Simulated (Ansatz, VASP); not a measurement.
## CoSi2: VASP beside Ansatz

The input INCAR:

```
PREC     = Accurate       # precision mode
ENCUT    = 520            # plane-wave cutoff, eV
EDIFF    = 1E-6           # SCF threshold, eV
ISMEAR   = 0              # smearing method
SIGMA    = 0.15           # smearing width, eV
LREAL    = False          # projectors in reciprocal space
LASPH    = True           # aspherical terms in the spheres
NELM     = 60             # most SCF steps
ALGO     = Normal         # electronic algorithm
ISIF     = 2              # what is computed and relaxed
LWAVE    = False          # write WAVECAR
LCHARG   = False          # write CHGCAR
GGA      = PE             # functional
NBANDS   = 16             # bands
```

File KPOINTS:

```
regular mesh
0
Gamma
  14 14 14
```

File POSCAR:

```
CoSi2
1.0
    0.0000000000      2.7833407038      2.7833407038
    2.7833407038      0.0000000000      2.7833407038
    2.7833407038      2.7833407038      0.0000000000
Co Si
1 2
Direct
    0.0000000000      0.0000000000      0.0000000000
    0.2500000000      0.2500000000      0.2500000000
    0.7500000000      0.7500000000      0.7500000000
```

Input for Ansatz:

```yaml
crystal:
  lattice:
    - [0.0, 2.7833407038, 2.7833407038]
    - [2.7833407038, 0.0, 2.7833407038]
    - [2.7833407038, 2.7833407038, 0.0]
  atoms:
    - { symbol: Co, position: [0.0, 0.0, 0.0] }
    - { symbol: Si, position: [0.25, 0.25, 0.25] }
    - { symbol: Si, position: [0.75, 0.75, 0.75] }
basis:
  ecutwfc: 520.0
kpoints:
  mp_grid: { grid: [14, 14, 14] }
hamiltonian:
  xc: pbe
  pseudopotentials: { kind: paw, azcp: { folder: soft_1 } }
scf:
  occupations: { method: gaussian, width: 0.15 }
  lower_state_search: "off"
output:
  forces: true
  stress: true
  eigenvalues: true
```

Alike in both runs: task single point; functional PBE; k mesh 14 × 14 × 14; occupations gaussian, width 0.15 eV; no spin polarisation.

|  | VASP | Ansatz |
| --- | --- | --- |
| version | VASP 6.6.1 | Ansatz 0.2.0 |
| potentials or method | VASP PAW PBE potentials, release 64 (Co, Si), cutoff 520 eV | scalar-relativistic, plane waves, PAW |
| valence electrons in the cell | 17 | 25 |

VASP gave:

- gap on the k mesh at the Fermi level (eV): none
- pressure (GPa): -15.4

Task: What did Ansatz give for the same quantities?

Result: gap on the k mesh at the Fermi level (eV): none; pressure (GPa): -15.2.

A gap of «none» marks a metal or a gap that the smearing closes. VASP's potentials hold 17 valence electrons a cell and Ansatz's 25, so a difference there can come from the potentials and not from the codes.
